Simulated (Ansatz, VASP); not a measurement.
## Sr2BiSb2 in VASP and in Ansatz

```xyz
5
Lattice="-2.2647 3.8139 4.6901 2.2647 -3.8139 4.6901 2.2647 3.8139 -4.6901" Properties=species:S:1:pos:R:3 pbc="T T T"
Sr    0.0000    3.8139    2.0653
Sr    2.2647    0.0000    2.6248
Sb    0.0000    1.5352    4.6901
Sb    2.2647    2.2787    0.0000
Bi    0.0000    0.0000    0.0000
```

Alike in both runs: functional PBEsol; k mesh 10 × 10 × 10; occupations gaussian, width 0.1 eV; no spin polarisation.

Ansatz relaxed the structure, and its values are those at the end. VASP's run is a single point on that final structure, the one shown.

|  | VASP | Ansatz |
| --- | --- | --- |
| version | VASP 6.6.1 | Ansatz 0.2.0 |
| potentials or method | VASP PAW PBE potentials, release 64 (Sr_sv, Sb, Bi_d), cutoff 520 eV | scalar-relativistic, plane waves, PAW |
| valence electrons in the cell | 45 | 65 |

|  | VASP | Ansatz | Ansatz less VASP |
| --- | --- | --- | --- |
| gap on the k mesh at the Fermi level (eV) | none | none | - |
| pressure (GPa) | 0.1 | 0.0 | -0.11 |
| rms of the force components (eV/Å) | 0.004 | 0.001 | -0.0023 |

VASP's potentials were made for PBE, not for PBEsol. A gap of «none» marks a metal or a gap that the smearing closes. VASP's potentials hold 45 valence electrons a cell and Ansatz's 65, so a difference there can come from the potentials and not from the codes.

Neither program's run includes spin-orbit coupling.
